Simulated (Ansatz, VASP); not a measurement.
**Two plane-wave programs on MgS**

The input INCAR:

```
SYSTEM = MgS
PREC = Accurate ; ENCUT = 600
EDIFF = 1E-6 ; ISMEAR = 0
SIGMA = 0.02 ; LREAL = .FALSE.
LASPH = .TRUE. ; NELM = 120
ALGO = Normal ; ISIF = 2
LWAVE = .FALSE. ; LCHARG = .TRUE.
GGA = PS ; LELF = .TRUE.
LVHAR = .TRUE. ; NBANDS = 11
GGA_COMPAT = .FALSE.
```

KPOINTS

```
Automatic mesh
0
G
  8 8 8
  0 0 0
```

Contents of POSCAR:

```
MgS
1.0
    0.0000000000      2.5726883694      2.5726883694
    2.5726883694      0.0000000000      2.5726883694
    2.5726883694      2.5726883694      0.0000000000
Mg S
1 1
Direct
    0.0000000000      0.0000000000      0.0000000000
    0.5000000000      0.5000000000      0.5000000000
```

Input for Ansatz:

```yaml
crystal:
  lattice:
    - [0.0, 2.5726883694, 2.5726883694]
    - [2.5726883694, 0.0, 2.5726883694]
    - [2.5726883694, 2.5726883694, 0.0]
  atoms:
    - { symbol: Mg, position: [0.0, 0.0, 0.0] }
    - { symbol: S, position: [0.5, 0.5, 0.5] }
basis:
  ecutwfc: 420
kpoints:
  mp_grid: { grid: [8, 8, 8] }
hamiltonian:
  xc: pbesol
scf:
  occupations: { method: gaussian, width: 0.02 }
output:
  forces: true
  stress: true
  eigenvalues: true
```

Alike in both runs: task single point; functional PBEsol; k mesh 8 × 8 × 8; occupations gaussian, width 0.02 eV; no spin polarisation.

```csv
,VASP,Ansatz
version,VASP 6.6.1,Ansatz 0.2.0
potentials or method,"VASP PAW PBE potentials, release 64 (Mg, S), cutoff 600 eV","scalar-relativistic, plane waves, PAW"
valence electrons in the cell,8,16
```

Ansatz gave:

- gap on the k mesh at the Fermi level (eV): 2.77
- least direct gap on the mesh (eV): 3.86
- pressure (GPa): 1.7

Which values does VASP return?

gap on the k mesh at the Fermi level (eV): 2.77; least direct gap on the mesh (eV): 3.86; pressure (GPa): 1.6.

VASP's potentials were made for PBE, not for PBEsol. VASP's potentials hold 8 valence electrons a cell and Ansatz's 16, so a difference there can come from the potentials and not from the codes.
